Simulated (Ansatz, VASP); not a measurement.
**CdSe: VASP beside Ansatz**

```
CELL_PARAMETERS angstrom
-0.06412 3.06778 3.06778
3.06778 -0.06412 3.06778
3.00366 3.00366 0.00000
ATOMIC_POSITIONS crystal
Cd 0.99556 0.99556 0.00444
Se 0.25444 0.25444 0.24556
```

Change from the starting cell: shear_xy strain -4.2%.

Alike in both runs: task single point; functional r2SCAN; k mesh 8 × 8 × 8; no spin polarisation.

|  | VASP | Ansatz |
| --- | --- | --- |
| version | VASP 6.6.1 | Ansatz 0.2.0 |
| potentials or method | VASP PAW PBE potentials, release 64 (Cd, Se) | plane waves, PAW |
| plane-wave cutoff (eV) | 520 | 500 |
| occupations | gaussian, width 0.01 eV | fixed |
| valence electrons in the cell | 18 | 36 |

VASP gave:

```
gap on the k mesh at the Fermi level (eV)                     : 0.92
pressure (GPa)                                                : 0.2
traceless stress, the component that is largest in VASP (GPa) : 0.95
```

**Question.** What did Ansatz give for the same quantities?

**Answer.** gap on the k mesh at the Fermi level (eV): 0.93; pressure (GPa): -0.1; traceless stress, the component that is largest in VASP (GPa): 0.94.

VASP's potentials were made for PBE, not for r2SCAN. VASP's potentials hold 18 valence electrons a cell and Ansatz's 36, so a difference there can come from the potentials and not from the codes.
